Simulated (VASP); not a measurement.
# Ag7Br8 (a cell with a defect) in VASP: single point with PBE

Aim: the single point of Ag7Br8 (a cell with a defect) with PBE.

All numbers are computed with VASP 6.6.1; they aren't measurements. Logs are shortened: lines on timing, memory, paths and dates and some standing lists are left out, and cuts for length are marked.

### 1 The cell of the first run

The cell holds a defect, 15 atoms: a = 8.099 Å, b = 8.099 Å, c = 8.099 Å, α = 60.00°, β = 60.00°, γ = 60.00°.

### 2 Single point, PBE

The input, INCAR:

```
PREC     = Accurate       # precision mode
ENCUT    = 520            # plane-wave cutoff, eV
EDIFF    = 1E-6           # SCF threshold, eV
ISMEAR   = 1              # smearing method
SIGMA    = 0.15           # smearing width, eV
LREAL    = Auto         
LASPH    = True           # aspherical terms in the spheres
NELM     = 100            # most SCF steps
ALGO     = Normal         # electronic algorithm
ISIF     = 2              # what is computed and relaxed
LWAVE    = False          # write WAVECAR
LCHARG   = False          # write CHGCAR
GGA      = PE             # functional
NBANDS   = 80             # bands
```

The input, KPOINTS:

```
regular mesh
0
Gamma
  2 2 2
```

The input, POSCAR:

```
Ag7Br8
1.0
    0.0000000000      5.7265540000      5.7265540000
    5.7265540000      0.0000000000      5.7265540000
    5.7265540000      5.7265540000      0.0000000000
Br Ag
8 7
Direct
    0.2506051632      0.2515717131      0.2488872016
    0.2523146556      0.2527089590      0.7479083407
    0.2520342077      0.7491446863      0.2511457152
    0.2527844844      0.7497014784      0.7469462438
    0.7485626609      0.2523593596      0.2517981145
    0.7490775430      0.2527794202      0.7472062605
    0.7487532642      0.7493550222      0.2507810107
    0.7506273406      0.7506117990      0.7498844855
    0.0003600769      0.0012017699     -0.0007667788
    0.0008431772      0.0006970160      0.4992839498
    0.0007124704      0.5010323835     -0.0005881373
    0.0005248357      0.5009472538      0.4994348259
    0.5002787890      0.0010467901     -0.0005473623
    0.5009321487      0.5008504242     -0.0008694583
    0.5008376766      1.0009314502      0.4992375869
```

Potentials or basis: VASP PAW PBE potentials, release 64 (Br, Ag).

Command:

```console
cat potpaw_PBE.64/Br/POTCAR potpaw_PBE.64/Ag/POTCAR > POTCAR
mpirun -np 1 vasp_std > vasp.out
```

OUTCAR:

```text
PREC = Accurate
   ENCUT = 520
   EDIFF = 1E-6
   ISMEAR = 1
   LREAL = Auto
   LASPH = True
   NELM = 100
   ISIF = 2
   GGA = PE

 ion  position               nearest neighbor table
   1  0.251  0.252  0.249-  11 2.86  14 2.86  12 2.86  13 2.86  15 2.87  10 2.87
   2  0.252  0.253  0.748-  13 2.86  11 2.86  12 2.86  15 2.87   9 2.88
   3  0.252  0.749  0.251-  10 2.86  12 2.86  13 2.86  14 2.87   9 2.88
   4  0.253  0.750  0.747-  15 2.86  10 2.86  14 2.87  11 2.87   9 2.88
   5  0.749  0.252  0.252-  15 2.86  10 2.86  14 2.87  11 2.87   9 2.88
   6  0.749  0.253  0.747-  12 2.86  14 2.86  10 2.86  13 2.87   9 2.88
   7  0.749  0.749  0.251-  11 2.86  13 2.86  15 2.86  12 2.87   9 2.88
   8  0.751  0.751  0.750-  14 2.86  11 2.86  13 2.86  12 2.86  10 2.87  15 2.87
   9  0.000  0.001  0.999-   6 2.88   7 2.88   2 2.88   3 2.88   5 2.88   4 2.88
  10  0.001  0.001  0.499-   4 2.86   3 2.86   5 2.86   6 2.86   8 2.87   1 2.87
  11  0.001  0.501  0.999-   1 2.86   8 2.86   7 2.86   2 2.86   4 2.87   5 2.87
  12  0.001  0.501  0.499-   6 2.86   3 2.86   1 2.86   8 2.86   2 2.86   7 2.87
  13  0.500  0.001  0.999-   2 2.86   7 2.86   1 2.86   8 2.86   3 2.86   6 2.87
  14  0.501  0.501  0.999-   8 2.86   1 2.86   6 2.86   5 2.87   3 2.87   4 2.87
  15  0.501  0.001  0.499-   5 2.86   4 2.86   7 2.86   8 2.87   2 2.87   1 2.87

  LATTYP: Found a face centered cubic cell.
 ALAT       =    11.4531080000

  Lattice vectors:

 A1 = (   0.0000000000,   5.7265540000,   5.7265540000)
 A2 = (   5.7265540000,   0.0000000000,   5.7265540000)
 A3 = (   5.7265540000,   5.7265540000,   0.0000000000)

Analysis of symmetry for initial positions (statically):
=====================================================================
 Subroutine PRICEL returns:
 Original cell was already a primitive cell.

 Routine SETGRP: Setting up the symmetry group for a
 face centered cubic supercell.

 Subroutine GETGRP returns: Found  1 space group operations
 (whereof  1 operations were pure point group operations)
 out of a pool of 48 trial point group operations.

The static configuration has the point symmetry C_1 .

Analysis of symmetry for dynamics (positions and initial velocities):
=====================================================================
 Subroutine PRICEL returns:
 Original cell was already a primitive cell.

 Routine SETGRP: Setting up the symmetry group for a
 face centered cubic supercell.

 Subroutine GETGRP returns: Found  1 space group operations
 (whereof  1 operations were pure point group operations)
 out of a pool of 48 trial point group operations.

The dynamic configuration has the point symmetry C_1 .

 Subroutine INISYM returns: Found  1 space group operations
 (whereof  1 operations are pure point group operations),
 and found     1 'primitive' translations

----------------------------------------------------------------------------------------

                                     Primitive cell

  volume of cell :     375.5866

  direct lattice vectors                    reciprocal lattice vectors
     0.000000000  5.726554000  5.726554000    -0.087312544  0.087312544  0.087312544
     5.726554000  0.000000000  5.726554000     0.087312544 -0.087312544  0.087312544
     5.726554000  5.726554000  0.000000000     0.087312544  0.087312544 -0.087312544

  length of vectors
     8.098570332  8.098570332  8.098570332     0.151229763  0.151229763  0.151229763

  position of ions in fractional coordinates (direct lattice)
     0.250605163  0.251571713  0.248887202
     0.252314656  0.252708959  0.747908341
     0.252034208  0.749144686  0.251145715
     0.252784484  0.749701478  0.746946244
     0.748562661  0.252359360  0.251798114
     0.749077543  0.252779420  0.747206261
     0.748753264  0.749355022  0.250781011
     0.750627341  0.750611799  0.749884485
     0.000360077  0.001201770  0.999233221
     0.000843177  0.000697016  0.499283950
     0.000712470  0.501032383  0.999411863
     0.000524836  0.500947254  0.499434826
     0.500278789  0.001046790  0.999452638
     0.500932149  0.500850424  0.999130542
[... 30 lines left out ...]
  Cartesian coordinates                     Fractional coordinates (reciprocal lattice)
    -0.043656272  0.043656272  0.043656272     0.500000000  0.000000000  0.000000000
     0.043656272 -0.043656272  0.043656272     0.000000000  0.500000000  0.000000000
     0.043656272  0.043656272 -0.043656272     0.000000000  0.000000000  0.500000000

  Length of vectors
     0.075614881  0.075614881  0.075614881

  Shift w.r.t. Gamma in fractional coordinates (k-lattice)
     0.000000000  0.000000000  0.000000000

 Subroutine IBZKPT returns following result:
 ===========================================

 Found      8 irreducible k-points:

 Following reciprocal coordinates:
            Coordinates               Weight
  0.000000  0.000000  0.000000      1.000000
  0.500000  0.000000  0.000000      1.000000
  0.000000  0.500000  0.000000      1.000000
  0.000000  0.000000  0.500000      1.000000
  0.500000  0.500000  0.500000      1.000000
  0.500000  0.500000  0.000000      1.000000
  0.000000  0.500000  0.500000      1.000000
  0.500000  0.000000  0.500000      1.000000
   k-points           NKPTS =      8   k-points in BZ     NKDIM =      8   number of bands    NBANDS=     80
   number of dos      NEDOS =    301   number of ions     NIONS =     15
   total plane-waves  NPLWV = 216000
   dimension x,y,z NGX =    60 NGY =   60 NGZ =   60
   dimension x,y,z NGXF=   120 NGYF=  120 NGZF=  120
   ions per type =               8   7
   NGX,Y,Z   is equivalent  to a cutoff of  12.32, 12.32, 12.32 a.u.
   NGXF,Y,Z  is equivalent  to a cutoff of  24.63, 24.63, 24.63 a.u.
 SYSTEM =  unknown system
   PREC   = accura    normal or accurate (medium, high low for compatibility)
   ISTART =      0    job   : 0-new  1-cont  2-samecut
   ICHARG =      2    charge: 1-file 2-atom 10-const
   ISPIN  =      1    spin polarized calculation?
   LNONCOLLINEAR =      F non collinear calculations
   LSORBIT =      F    spin-orbit coupling
   LASPH  =      T    aspherical Exc in radial PAW
   ENCUT  =  520.0 eV  38.22 Ry    6.18 a.u.  15.06 15.06 15.06*2*pi/ulx,y,z
   NELM   =    100;   NELMIN=  2; NELMDL= -5     # of ELM steps
   EDIFF  = 0.1E-05   stopping-criterion for ELM
   LREAL  =      T    real-space projection
   EDIFFG = 0.1E-04   stopping-criterion for IOM
   NSW    =      0    number of steps for IOM
   IBRION =     -1    ionic relax: 0-MD 1-quasi-New 2-CG
   NFREE  =      0    steps in history (QN), initial steepest desc. (CG)
   ISIF   =      2    stress and relaxation
   ISYM   =      2    0-nonsym 1-usesym 2-fastsym
   POTIM  = 0.5000    time-step for ionic-motion
   TEBEG  =    0.0;   TEEND  =   0.0 temperature during run
   PSTRESS=    0.0 pullay stress
   NELECT =     133.0000    total number of electrons
   NUPDOWN=      -1.0000    fix difference up-down
   EMIN   =  10.00;   EMAX   =-10.00  energy-range for DOS
   EFERMI =   0.00;   METHOD = LEGACY
   ISMEAR =     1;   SIGMA  =   0.15  broadening in eV -4-tet -1-fermi 0-gaus
   EFERMI_NEDOS =   21; number of points for ismear=-14 and -15
   IALGO  =     38    algorithm
   IMIX   =      4    mixing-type and parameters
     AMIX     =   0.40;   BMIX     =  1.00
     AMIX_MAG =   1.60;   BMIX_MAG =  1.00
  volume/ion in A,a.u.               =      25.04       168.97
  Fermi-wavevector in a.u.,A,eV,Ry     =   1.158214  2.188706 18.251656  1.341459
  Thomas-Fermi vector in A             =   2.294818
   LORBIT       =      0    0 simple, 1 ext, 2 COOP (PROOUT), +10 PAW based schemes
   GGA     = PE    functional components
   LHFCALC =     F    Hartree Fock is set to
   AEXX    =    0.0000 exact exchange contribution
   IVDW    =     0    specifies the selected vdW correction
   LEPSILON=     F    determine dielectric tensor
   LRPA    =     F    only Hartree local field effects (RPA)
 non-spin polarized calculation
 Methfessel and Paxton  Order N= 1 SIGMA  =   0.15
  energy-cutoff  :      520.00
  volume of cell :      375.59
 maximum number of plane-waves:     10140
   NGX = 31   NGY = 31   NGZ = 31

 number of electron     133.0000011 magnetization

 Free energy of the ion-electron system (eV)
  ---------------------------------------------------
  ext. energy  EPLUGINS =         0.00000000
  ---------------------------------------------------
  free energy    TOTEN  =       -36.80750989 eV

  energy without entropy =      -36.78705015  energy(sigma->0) =      -36.80068997

 E-fermi :   2.9356     XC(G=0):  -9.5122

 val. band max:        2.8915388198   @ k =   0.5000   0.5000   0.0000
 cond. band min:       2.9975334672   @ k =   0.0000   0.0000   0.0000
 fundamental gap:      0.1059946474
 Fermi energy:         2.9355748648

 k-point     1 :       0.0000    0.0000    0.0000
  band No.  band energies     occupation
      1     -12.0045      2.00000
      2     -11.7660      2.00000
      3     -11.5454      2.00000
      4     -11.3813      2.00000
      5     -11.3812      2.00000
      6     -11.3800      2.00000
[... 637 lines left out ...]
     77       8.6961      0.00000
     78       8.7004      0.00000
 [bands above 78 left out]

------------------------ aborting loop because EDIFF is reached ----------------------------------------

  FORCE on cell =-STRESS in cart. coord.  units (eV):
  Direction    XX          YY          ZZ          XY          YZ          ZX
  --------------------------------------------------------------------------------------
  -------------------------------------------------------------------------------------
  Total        1.9543635      1.9460189      1.9398744      0.0049945     -0.0002556     -0.0018294
  in kB        8.3369239      8.3013276      8.2751166      0.0213057     -0.0010902     -0.0078039
  external PRESSURE =       8.3044560 kB  Pullay stress =       0.0000000 kB

 VOLUME and BASIS-vectors are now :
 -----------------------------------------------------------------------------
  energy-cutoff  :      520.00
  volume of cell :      375.59
      direct lattice vectors                 reciprocal lattice vectors
     0.000000000  5.726554000  5.726554000    -0.087312544  0.087312544  0.087312544
     5.726554000  0.000000000  5.726554000     0.087312544 -0.087312544  0.087312544
     5.726554000  5.726554000  0.000000000     0.087312544  0.087312544 -0.087312544

 POSITION                                       TOTAL-FORCE (eV/Angst)
 -----------------------------------------------------------------------------------
      2.86590      2.86037      2.87574        -0.001660      0.001559      0.001555
      5.73009      5.72783      2.89205        -0.000270     -0.001111     -0.010571
      5.72822      2.88149      5.73331         0.000198     -0.009937     -0.001119
      8.57063      5.72501      5.74079         0.010563      0.000501     -0.001026
      2.88708      5.72862      5.73183        -0.012352     -0.002566     -0.000703
      5.72647      8.56855      5.73719         0.000095      0.012643     -0.001449
      5.72733      5.72389      8.57900         0.000177      0.000198      0.011462
      8.59267      8.59276      8.59693        -0.000883      0.001247     -0.002708
      5.72905      5.72422      0.00894        -0.000293      0.000361      0.000927
      2.86317      2.86400      0.00882         0.000814     -0.000295      0.002561
      8.59237      5.72727      2.87327         0.000007     -0.001041     -0.000564
      5.72874      2.86305      2.87171         0.000590     -0.001007      0.001304
      5.72941      8.58829      2.87087        -0.000158      0.000824      0.002063
      8.58972      8.59019      5.73676         0.001230     -0.000720     -0.001209
      2.86425      5.72699      2.87341         0.001943     -0.000656     -0.000524
 -----------------------------------------------------------------------------------
    total drift:                                0.007899     -0.000729      0.032876

  FREE ENERGIE OF THE ION-ELECTRON SYSTEM (eV)
  ---------------------------------------------------
  free  energy   TOTEN  =       -36.8075098861 eV

  energy  without entropy=      -36.7870501457  energy(sigma->0) =      -36.80068997
```

Run time: 6.4 min. Hardware: 1 thread of Intel Xeon Platinum 8488C (Sapphire Rapids), shared host; peak memory 0.54 GiB.

What came out:

- Free energy: -36.8075 eV
- Pressure: 0.8 GPa
- Largest force: 0.013 eV/Å
- Band gap on the k mesh: zero (an odd number of electrons rules out a gap without spin polarisation)

Forces on the atoms (eV/Å):
```
Br  -0.002  0.002  0.002
Br   0.000 -0.001 -0.011
Br   0.000 -0.010 -0.001
Br   0.011  0.001 -0.001
Br  -0.012 -0.003 -0.001
Br   0.000  0.013 -0.001
Br   0.000  0.000  0.011
Br  -0.001  0.001 -0.003
Ag   0.000  0.000  0.001
Ag   0.001  0.000  0.003
Ag   0.000 -0.001 -0.001
Ag   0.001 -0.001  0.001
Ag   0.000  0.001  0.002
Ag   0.001 -0.001 -0.001
Ag   0.002 -0.001 -0.001
```

Levels at points of the mesh, in eV from the Fermi level:
| k point | band 65 | band 66 | band 67 | band 68 | band 69 | band 70 |
| --- | --- | --- | --- | --- | --- | --- |
| (0.00, 0.00, 0.00) | 0.06 | 0.06 | 0.06 | 0.90 | 1.62 | 1.62 |
| (0.50, 0.00, 0.00) | -0.80 | -0.33 | -0.32 | 3.06 | 3.07 | 3.45 |
| (0.00, 0.50, 0.00) | -0.81 | -0.33 | -0.33 | 3.06 | 3.07 | 3.45 |
| (0.00, 0.00, 0.50) | -0.80 | -0.33 | -0.33 | 3.06 | 3.07 | 3.45 |
| (0.50, 0.50, 0.50) | -0.80 | -0.33 | -0.32 | 3.06 | 3.07 | 3.45 |
| (0.50, 0.50, 0.00) | -0.11 | -0.11 | -0.04 | 3.38 | 3.51 | 3.86 |
| (0.00, 0.50, 0.50) | -0.11 | -0.11 | -0.04 | 3.38 | 3.50 | 3.86 |
| (0.50, 0.00, 0.50) | -0.11 | -0.11 | -0.04 | 3.38 | 3.50 | 3.86 |

Caveat: the k points lie up to 0.48 Å⁻¹ apart, too coarse for converged energies and pressures of a metal; an odd number of electrons without spin polarisation forces a metal; a magnetic or distorted state may lie lower.
